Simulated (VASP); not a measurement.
# Sn (Im-3m) in VASP: notebook

The runs below take Sn through single point, with PBEsol.

Program: VASP 6.6.1. These are calculated values, not measurements. Logs are shortened: lines on timing, memory, paths and dates and some standing lists are left out, and cuts for length are marked.

### 1 The cell of the first run

It takes space group Im-3m (No. 229, cubic). The conventional cell has a = 3.757 Å, b = 3.757 Å, c = 3.757 Å, α = 90.00°, β = 90.00°, γ = 90.00°. Within 4.3 Å of Sn (site symmetry m-3m) lie 14 Sn at 3.25 to 3.76 Å.

### 2 Single point, PBEsol

Contents of INCAR:

```
SYSTEM = Sn
  PREC = Accurate
  ENCUT = 520
  EDIFF = 1E-7
  ISMEAR = -1
  SIGMA = 0.1
  LREAL = .FALSE.
  LASPH = .TRUE.
  NELM = 60
  ALGO = Normal
  ISIF = 2
  LWAVE = .FALSE.
  LCHARG = .TRUE.
  GGA = PS
  LELF = .TRUE.
  LVHAR = .TRUE.
  NBANDS = 13
```

Contents of KPOINTS:

```
regular mesh
0
G
  11 11 11
  0 0 0
```

Contents of POSCAR:

```
Sn
1.0
   -1.8787278187      1.8787278187      1.8787278187
    1.8787278187     -1.8787278187      1.8787278187
    1.8787278187      1.8787278187     -1.8787278187
Sn
1
Direct
    0.0000000000      0.0000000000      0.0000000000
```

Potentials or basis: VASP PAW PBE potentials, release 64 (Sn_d).

Launch:

```sh
$ cat potpaw_PBE.64/Sn_d/POTCAR > POTCAR
$ mpirun -np 1 vasp_std > vasp.out
```

OUTCAR:

```text
SYSTEM = Sn
   PREC = Accurate
   ENCUT = 520
   EDIFF = 1E-7
   ISMEAR = -1
   LREAL = .FALSE.
   LASPH = .TRUE.
   NELM = 60
   ISIF = 2
   GGA = PS

 ion  position               nearest neighbor table
   1  0.000  0.000  0.000-

  LATTYP: Found a body centered cubic cell.
 ALAT       =     3.7574556374

  Lattice vectors:

 A1 = (  -1.8787278187,   1.8787278187,   1.8787278187)
 A2 = (   1.8787278187,  -1.8787278187,   1.8787278187)
 A3 = (   1.8787278187,   1.8787278187,  -1.8787278187)

Analysis of symmetry for initial positions (statically):
=====================================================================
 Subroutine PRICEL returns:
 Original cell was already a primitive cell.

 Routine SETGRP: Setting up the symmetry group for a
 body centered cubic supercell.

 Subroutine GETGRP returns: Found 48 space group operations
 (whereof 48 operations were pure point group operations)
 out of a pool of 48 trial point group operations.

The static configuration has the point symmetry O_h .

Analysis of symmetry for dynamics (positions and initial velocities):
=====================================================================
 Subroutine PRICEL returns:
 Original cell was already a primitive cell.

 Routine SETGRP: Setting up the symmetry group for a
 body centered cubic supercell.

 Subroutine GETGRP returns: Found 48 space group operations
 (whereof 48 operations were pure point group operations)
 out of a pool of 48 trial point group operations.

The dynamic configuration has the point symmetry O_h .

 Subroutine INISYM returns: Found 48 space group operations
 (whereof 48 operations are pure point group operations),
 and found     1 'primitive' translations

----------------------------------------------------------------------------------------

                                     Primitive cell

  volume of cell :      26.5248

  direct lattice vectors                    reciprocal lattice vectors
    -1.878727819  1.878727819  1.878727819     0.000000000  0.266137540  0.266137540
     1.878727819 -1.878727819  1.878727819     0.266137540  0.000000000  0.266137540
     1.878727819  1.878727819 -1.878727819     0.266137540  0.266137540  0.000000000

  length of vectors
     3.254052036  3.254052036  3.254052036     0.376375319  0.376375319  0.376375319

  position of ions in fractional coordinates (direct lattice)
     0.000000000  0.000000000  0.000000000

  ion indices of the primitive-cell ions
   primitive index   ion index
                 1           1

----------------------------------------------------------------------------------------

 KPOINTS: regular mesh

Automatic generation of k-mesh.
 Grid dimensions read from file:
 generate k-points for:   11   11   11

 Generating k-lattice:

  Cartesian coordinates                     Fractional coordinates (reciprocal lattice)
     0.000000000  0.024194322  0.024194322     0.090909091  0.000000000  0.000000000
     0.024194322  0.000000000  0.024194322     0.000000000  0.090909091  0.000000000
     0.024194322  0.024194322  0.000000000     0.000000000  0.000000000  0.090909091

  Length of vectors
     0.034215938  0.034215938  0.034215938

  Shift w.r.t. Gamma in fractional coordinates (k-lattice)
     0.000000000  0.000000000  0.000000000

 Subroutine IBZKPT returns following result:
 ===========================================

 Found     56 irreducible k-points:

 Following reciprocal coordinates:
            Coordinates               Weight
  0.000000  0.000000  0.000000      1.000000
  0.090909  0.000000  0.000000     12.000000
  0.181818  0.000000  0.000000     12.000000
  0.272727  0.000000  0.000000     12.000000
  0.363636  0.000000  0.000000     12.000000
  0.454545  0.000000  0.000000     12.000000
[... 16 lines left out ...]
  0.272727  0.181818  0.090909     48.000000
  0.363636  0.181818  0.090909     24.000000
 [... further k-points ...]
   k-points           NKPTS =     56   k-points in BZ     NKDIM =     56   number of bands    NBANDS=     13
   number of dos      NEDOS =    301   number of ions     NIONS =      1
   total plane-waves  NPLWV =  13824
   dimension x,y,z NGX =    24 NGY =   24 NGZ =   24
   dimension x,y,z NGXF=    48 NGYF=   48 NGZF=   48
   ions per type =               1
   NGX,Y,Z   is equivalent  to a cutoff of  12.26, 12.26, 12.26 a.u.
   NGXF,Y,Z  is equivalent  to a cutoff of  24.52, 24.52, 24.52 a.u.
 SYSTEM =  Sn
   PREC   = accura    normal or accurate (medium, high low for compatibility)
   ISTART =      0    job   : 0-new  1-cont  2-samecut
   ICHARG =      2    charge: 1-file 2-atom 10-const
   ISPIN  =      1    spin polarized calculation?
   LNONCOLLINEAR =      F non collinear calculations
   LSORBIT =      F    spin-orbit coupling
   LASPH  =      T    aspherical Exc in radial PAW
   ENCUT  =  520.0 eV  38.22 Ry    6.18 a.u.   6.05  6.05  6.05*2*pi/ulx,y,z
   NELM   =     60;   NELMIN=  2; NELMDL= -5     # of ELM steps
   EDIFF  = 0.1E-06   stopping-criterion for ELM
   LREAL  =      F    real-space projection
   EDIFFG = 0.1E-05   stopping-criterion for IOM
   NSW    =      0    number of steps for IOM
   IBRION =     -1    ionic relax: 0-MD 1-quasi-New 2-CG
   NFREE  =      0    steps in history (QN), initial steepest desc. (CG)
   ISIF   =      2    stress and relaxation
   ISYM   =      2    0-nonsym 1-usesym 2-fastsym
   POTIM  = 0.5000    time-step for ionic-motion
   TEBEG  =    0.0;   TEEND  =   0.0 temperature during run
   PSTRESS=    0.0 pullay stress
   NELECT =      14.0000    total number of electrons
   NUPDOWN=      -1.0000    fix difference up-down
   EMIN   =  10.00;   EMAX   =-10.00  energy-range for DOS
   EFERMI =   0.00;   METHOD = LEGACY
   ISMEAR =    -1;   SIGMA  =   0.10  broadening in eV -4-tet -1-fermi 0-gaus
   EFERMI_NEDOS =   21; number of points for ismear=-14 and -15
   IALGO  =     38    algorithm
   IMIX   =      4    mixing-type and parameters
     AMIX     =   0.40;   BMIX     =  1.00
     AMIX_MAG =   1.60;   BMIX_MAG =  1.00
  volume/ion in A,a.u.               =      26.52       179.00
  Fermi-wavevector in a.u.,A,eV,Ry     =   1.323022  2.500149 23.815454  1.750387
  Thomas-Fermi vector in A             =   2.452660
   LORBIT       =      0    0 simple, 1 ext, 2 COOP (PROOUT), +10 PAW based schemes
   GGA     = PS    functional components
   LHFCALC =     F    Hartree Fock is set to
   AEXX    =    0.0000 exact exchange contribution
   IVDW    =     0    specifies the selected vdW correction
   LEPSILON=     F    determine dielectric tensor
   LRPA    =     F    only Hartree local field effects (RPA)
 non-spin polarized calculation
  energy-cutoff  :      520.00
  volume of cell :       26.52
 maximum number of plane-waves:       724
   NGX = 13   NGY = 13   NGZ = 13

 number of electron      13.9999990 magnetization

 Free energy of the ion-electron system (eV)
  ---------------------------------------------------
  ext. energy  EPLUGINS =         0.00000000
  ---------------------------------------------------
  free energy    TOTEN  =        -4.23177848 eV

  energy without entropy =       -4.21147882  energy(sigma->0) =       -4.22162865

 E-fermi :   8.2269     XC(G=0): -10.6195

 val. band max:        8.0913959103   @ k =   0.3636   0.1818   0.0909
 cond. band min:       8.2358701659   @ k =  -0.4545   0.4545   0.3636
 fundamental gap:      0.1444742555
 Fermi energy:         8.2269299876

 k-point     1 :       0.0000    0.0000    0.0000
  band No.  band energies     occupation
      1     -13.2272      2.00000
      2     -13.2272      2.00000
      3     -13.2272      2.00000
      4     -13.0765      2.00000
      5     -13.0765      2.00000
      6      -3.0505      2.00000
      7      16.4070      0.00000
      8      16.4070      0.00000
      9      16.4070      0.00000
     10      20.3994      0.00000
     11      20.3994      0.00000
     12      20.3994      0.00000
     13      21.1632      0.00000

 k-point     2 :       0.0909    0.0000    0.0000
  band No.  band energies     occupation
      1     -13.2312      2.00000
      2     -13.2215      2.00000
      3     -13.2085      2.00000
      4     -13.0810      2.00000
      5     -13.0771      2.00000
      6      -2.8665      2.00000
      7      14.8861      0.00000
      8      15.7075      0.00000
      9      16.1510      0.00000
     10      18.9863      0.00000
     11      19.3203      0.00000
     12      20.1013      0.00000
     13      21.8456      0.00000

 k-point     3 :       0.1818    0.0000    0.0000
  band No.  band energies     occupation
      1     -13.2420      2.00000
      2     -13.2087      2.00000
      3     -13.1579      2.00000
      4     -13.0910      2.00000
      5     -13.0784      2.00000
      6      -2.3132      2.00000
      7      11.9983      0.00000
      8      14.4288      0.00000
      9      15.4797      0.00000
     10      17.8786      0.00000
     11      18.2300      0.00000
     12      20.1939      0.00000
     13      22.3042      0.00000
[... 305 lines left out ...]
 k-point    23 :       0.2727    0.1818    0.0909
  band No.  band energies     occupation
      1     -13.2412      2.00000
      2     -13.1840      2.00000
      3     -13.0879      2.00000
      4     -13.0860      2.00000
      5     -13.0442      2.00000
      6       1.4133      2.00000
      7       5.8684      2.00000
      8       8.4087      0.27940
      9      10.5814      0.00000
     10      20.7042      0.00000
     11      22.1725      0.00000
     12      22.9448      0.00000
     13      25.0732      0.00000

 k-point    24 :       0.3636    0.1818    0.0909
  band No.  band energies     occupation
      1     -13.2423      2.00000
      2     -13.1729      2.00000
      3     -13.0868      2.00000
      4     -13.0830      2.00000
      5     -13.0480      2.00000
      6       2.4104      2.00000
      7       4.6510      2.00000
      8       8.0914      1.59000
      9      10.3989      0.00000
     10      20.6004      0.00000
     11      22.4267      0.00000
     12      23.7699      0.00000
     13      24.2302      0.00000

 [... further k-points ...]

------------------------ aborting loop because EDIFF is reached ----------------------------------------

  FORCE on cell =-STRESS in cart. coord.  units (eV):
  Direction    XX          YY          ZZ          XY          YZ          ZX
  --------------------------------------------------------------------------------------
  -------------------------------------------------------------------------------------
  Total       -0.0846415     -0.0846415     -0.0846415     -0.0000000      0.0000000     -0.0000000
  in kB       -5.1126072     -5.1126072     -5.1126072     -0.0000000      0.0000000     -0.0000000
  external PRESSURE =      -5.1126072 kB  Pullay stress =       0.0000000 kB

 VOLUME and BASIS-vectors are now :
 -----------------------------------------------------------------------------
  energy-cutoff  :      520.00
  volume of cell :       26.52
      direct lattice vectors                 reciprocal lattice vectors
    -1.878727819  1.878727819  1.878727819     0.000000000  0.266137540  0.266137540
     1.878727819 -1.878727819  1.878727819     0.266137540  0.000000000  0.266137540
     1.878727819  1.878727819 -1.878727819     0.266137540  0.266137540  0.000000000

 POSITION                                       TOTAL-FORCE (eV/Angst)
 -----------------------------------------------------------------------------------
      0.00000      0.00000      0.00000        -0.000000      0.000000     -0.000000
 -----------------------------------------------------------------------------------
    total drift:                                0.000000     -0.000000      0.000000

  FREE ENERGIE OF THE ION-ELECTRON SYSTEM (eV)
  ---------------------------------------------------
  free  energy   TOTEN  =        -4.2317784834 eV

  energy  without entropy=       -4.2114788201  energy(sigma->0) =       -4.22162865
```

Run time: 16 s. Hardware: 1 thread of AMD EPYC 7R43 (Zen 3), shared host; peak memory 0.11 GiB.

Results:

| Quantity | Value |
| --- | --- |
| Free energy | -4.2318 eV |
| Pressure | -0.5 GPa |
| Band gap on the k mesh | zero (band 7 reaches 16.41 eV, above the bottom of band 8 at 5.76 eV) |

Caveat: the PAW data sets were made with another functional, which shifts forces and pressure a little; spin-orbit coupling is left out, which moves the levels of the heavy elements.

[end of part 1 of 2]
